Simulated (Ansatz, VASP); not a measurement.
## SnO2 in VASP and in Ansatz

```
Sn O
1.0
     4.75920    0.00000    0.00000
     0.00000    4.75920    0.00000
     0.00000    0.00000    3.20127
Sn O
2 4
Direct
  0.50000 0.50000 0.50000
  0.00000 0.00000 0.00000
  0.19406 0.80594 0.50000
  0.80594 0.19406 0.50000
  0.30594 0.30594 0.00000
  0.69406 0.69406 0.00000
```

Alike in both runs: functional r2SCAN; k mesh 6 × 6 × 8; occupations gaussian, width 0.02 eV; no spin polarisation.

Ansatz relaxed the structure, and its values are those at the end. VASP's run is a single point on that final structure, the one shown.

|  | VASP | Ansatz |
| --- | --- | --- |
| version | VASP 6.6.1 | Ansatz 0.2.0 |
| potentials or method | VASP PAW PBE potentials, release 64 (Sn_d, O), cutoff 520 eV | scalar-relativistic, plane waves, PAW |
| valence electrons in the cell | 52 | 52 |

|  | VASP | Ansatz | Ansatz less VASP |
| --- | --- | --- | --- |
| gap on the k mesh at the Fermi level (eV) | 1.80 | 1.77 | -0.026 |
| least direct gap on the mesh (eV) | 1.80 | 1.77 | -0.026 |
| pressure (GPa) | 1.1 | 0.0 | -1.09 |
| rms of the force components (eV/Å) | 0.015 | 0.002 | -0.0131 |

VASP's potentials were made for PBE, not for r2SCAN. The functional is the same, so the differences come from potentials, cutoffs and numerics.
